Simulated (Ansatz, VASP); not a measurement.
Ru: VASP beside Ansatz

```
Ru
1.0
     0.00000    1.94493    1.94493
     1.94493    0.00000    1.94493
     1.94493    1.94493    0.00000
Ru
1
Direct
  0.00000 0.00000 0.00000
```

Alike in both runs: task single point; functional PBE; k mesh 18 × 18 × 18; occupations gaussian, width 0.1 eV; no spin polarisation.

|  | VASP | Ansatz |
| --- | --- | --- |
| version | VASP 6.6.1 | Ansatz 0.2.0 |
| potentials or method | VASP PAW PBE potentials, release 64 (Ru_pv), cutoff 520 eV | scalar-relativistic, plane waves, PAW |
| valence electrons in the cell | 14 | 16 |

```csv
,VASP,Ansatz,Ansatz less VASP
gap on the k mesh at the Fermi level (eV),none,none,-
pressure (GPa),-16.4,-16.3,+0.10
```

A gap of «none» marks a metal or a gap that the smearing closes. VASP's potentials hold 14 valence electrons a cell and Ansatz's 16, so a difference there can come from the potentials and not from the codes.
